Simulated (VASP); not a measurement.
**GdN: relaxation of cell and atoms with PBE**

GdN:

```xyz
2
Lattice="0.0000 2.7665 2.7665 2.7665 0.0000 2.7665 2.7665 2.7665 0.0000" Properties=species:S:1:pos:R:3 pbc="T T T"
Gd    0.0000    0.0000    0.0000
N     4.1497    4.1497    4.1497
```

The cell was generated, and may not be a known phase.

```
Program                : VASP 6.6.1
Task                   : relaxation of cell and atoms
Functional             : PBE
Potentials or basis    : VASP PAW PBE potentials, release 64 (Gd, N)
Cutoff                 : 600 eV
k mesh                 : 6 × 6 × 6
Occupations            : gaussian, width 0.1 eV
Spin                   : collinear spin, ferromagnetic start
Starting moments       : [7.0, 0.0] μB
Dipole correction      : no
Further INCAR settings : ALGO = Normal; EDIFF = 1e-07; IBRION = 2; EDIFFG = -0.04; NSW = 90; ISIF = 3
```

The relaxed volume is 19.03 Å³/atom, the relaxed cell is a = 3.776 Å, b = 3.776 Å, c = 3.776 Å, α = 60.00°, β = 60.00°, γ = 60.00° and the space group after relaxing (to 0.1 Å) is F-43m (No. 216). The energy gained by relaxing is 67.7 meV/atom, the ionic steps are 3 and the pressure after relaxing is -0.1 GPa. The band gap on the k mesh is 1.19 eV (least direct gap 1.87 eV) and the net moment is -7.00 μB per cell. The site moments are Gd -6.79; N +0.06 μB and the valence electrons inside the program's atomic spheres are Gd 15.27; N 3.65.

The path:
```
step  energy change (eV)  largest force (eV/Å)  pressure (GPa)  volume (Å³)
   1              0.0000                0.0000           -9.23        42.35
   2             -0.0622                0.0000            9.14        35.30
   3             -0.1355                0.0000           -0.08        38.06
```

Final structure:
```
Gd N
1.0
     0.00000    2.66992    2.66992
     2.66992    0.00000    2.66992
     2.66992    2.66992    0.00000
Gd N
1 1
Direct
  0.00000 0.00000 0.00000
  0.75000 0.75000 0.75000
```

Levels at points of the mesh, in eV from the valence-band top:
Spin up:
```csv
k point,band 4,band 5,band 6,band 7,band 8,band 9,band 10,band 11,band 12,band 13
"(0.00, 0.00, 0.00)",-18.17,-12.07,-1.80,-1.80,-1.80,1.19,2.59,2.59,2.59,2.73
"(0.50, 0.00, 0.00)",-18.28,-11.11,-1.33,-1.27,-1.27,2.25,2.50,2.57,2.57,2.70
"(0.50, 0.50, 0.00)",-18.45,-10.78,-2.75,-0.18,-0.18,2.33,2.52,2.53,2.63,2.63
```
Spin down:
| k point | band 13 | band 14 | band 15 | band 16 | band 17 | band 18 |
| --- | --- | --- | --- | --- | --- | --- |
| (0.00, 0.00, 0.00) | -1.67 | -1.67 | -1.67 | 1.79 | 5.01 | 5.01 |
| (0.50, 0.00, 0.00) | -1.54 | -1.19 | -1.19 | 3.96 | 5.40 | 5.40 |
| (0.50, 0.50, 0.00) | -2.37 | 0.00 | 0.00 | 1.94 | 4.80 | 6.69 |

Wall time 3.1 min on 1 thread of Intel(R) Xeon(R) 6975P-C (Granite Rapids), with other jobs on the host, peak memory 0.24 GiB.

Caveat: spin-orbit coupling is left out, which moves the levels of the heavy elements; a cell with one magnetic atom can't hold antiferromagnetic order, which such compounds often take; semilocal functionals describe open f shells poorly, which spoils levels, moments and volumes. The state reached can hang on the start; a lower one may exist.
